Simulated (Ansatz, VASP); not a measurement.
# One calculation of AgCl, two programs

File INCAR:

```
SYSTEM = AgCl
  ALGO = Normal
  EDIFF = 1E-8
  ENCUT = 520
  GGA = PE
  ISIF = 2
  ISMEAR = -1
  LASPH = .True.
  LCHARG = .False.
  LEFG = .True.
  LREAL = .False.
  LWAVE = .False.
  NBANDS = 16
  NELM = 100
  PREC = Accurate
  SIGMA = 0.01
```

The input KPOINTS:

```
k-points
0
Gamma
  9 9 9
  0 0 0
```

Contents of POSCAR:

```
AgCl
1.0
    3.4339730000      0.0000000000      0.0000000000
    0.0000000000      3.4339730000      0.0000000000
    0.0000000000      0.0000000000      3.3996332700
Ag Cl
1 1
Direct
    0.0000000000      0.0000000000      0.0000000000
    0.5000000000      0.5000000000      0.5000000000
```

Input for Ansatz:

```yaml
crystal:
  lattice:
    - [3.433973, 0.0, 0.0]
    - [0.0, 3.433973, 0.0]
    - [0.0, 0.0, 3.39963327]
  atoms:
    - { symbol: Ag, position: [0.0, 0.0, 0.0] }
    - { symbol: Cl, position: [0.5, 0.5, 0.5] }
kpoints:
  mp_grid: { grid: [9, 9, 9] }
scf:
  occupations: { method: fermi_dirac, width: 0.01 }
hamiltonian:
  xc: pbe
  pseudopotentials: { kind: all_electron, datasets: crystal }
output:
  forces: true
  stress: true
  eigenvalues: true
  efg: { contact_densities: true }
```

Change from the starting cell: zz strain of -1 %, crystal datasets.

Alike in both runs: task electric field gradients; functional PBE; k mesh 9 × 9 × 9; occupations fermi-dirac, width 0.01 eV; no spin polarisation.

|  | VASP | Ansatz |
| --- | --- | --- |
| version | VASP 6.6.1 | Ansatz 0.2.0 |
| potentials or method | VASP PAW PBE potentials, release 64 (Ag, Cl), cutoff 520 eV | all-electron PAW with datasets made for the crystal, scalar-relativistic |

Ansatz gave:

| Quantity | Value |
| --- | --- |
| gap on the k mesh at the Fermi level (eV) | 0.60 |
| pressure (GPa) | 0.4 |
| traceless stress, the component that is largest in VASP (GPa) | 0.33 |
| size of Vzz on the site where it differs most (V/Å²) | 1.3 |

Question: Estimate VASP's values.

Answer: gap on the k mesh at the Fermi level (eV): 0.60; pressure (GPa): 0.2; traceless stress, the component that is largest in VASP (GPa): 0.33; size of Vzz on the site where it differs most (V/Å²): 1.0.

Ansatz ran all-electron here, and VASP with PAW potentials.
